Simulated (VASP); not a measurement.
Set up this calculation in VASP 6.6.1, as the native input.

* Task: single point
* Functional: PBE
* Potentials or basis: VASP PAW PBE potentials, release 64 (C)
* Cutoff: 520 eV
* k mesh: 12 × 12 × 12
* Occupations: fermi-dirac, width 0.02 eV
* Spin: no spin polarisation
* Dipole correction: no
* Further INCAR settings: ALGO = Normal; EDIFF = 1e-06; NBANDS = 16

The structure of C lies in POSCAR:

```
C
1.0
    1.2275048185      0.7087002374      6.9141828450
   -1.2275048185      0.7087002374      6.9141828450
    0.0000000000     -1.4174004748      6.9141828450
C
4
Direct
    0.9191131635      0.9191131635      0.9191131635
    0.2524460551      0.2524460551      0.2524460551
    0.7475539449      0.7475539449      0.7475539449
    0.0808868365      0.0808868365      0.0808868365
```

These files were run (other wordings do the same):

INCAR

```
SYSTEM = C
ALGO = Normal ; EDIFF = 1E-6
ENCUT = 520 ; GGA = PE
ISIF = 2 ; ISMEAR = -1
LASPH = .TRUE. ; LCHARG = .TRUE.
LELF = .TRUE. ; LREAL = .FALSE.
LVHAR = .TRUE. ; LWAVE = .FALSE.
NBANDS = 16 ; NELM = 60
PREC = Accurate ; SIGMA = 0.02
```

KPOINTS

```
k-points
0
G
  12 12 12
  0 0 0
```

Potentials or basis: VASP PAW PBE potentials, release 64 (C).

Run with:

```console
$ cat potpaw_PBE.64/C/POTCAR > POTCAR
$ mpirun -np 1 vasp_std > vasp.out
```

It gave:

```yaml
Pressure: 5.0 GPa
Largest_force: 0.022 eV/Å
```

Caveat: the cell stands under pressure; this functional lacks dispersion, which binds the layers, so the pressure and a relaxed spacing across them are unreliable.

Wall time 9.4 min on 1 thread of Intel(R) Xeon(R) Platinum 8375C CPU @ 2.90GHz (Ice Lake) (shared host), peak memory 0.4 GiB.
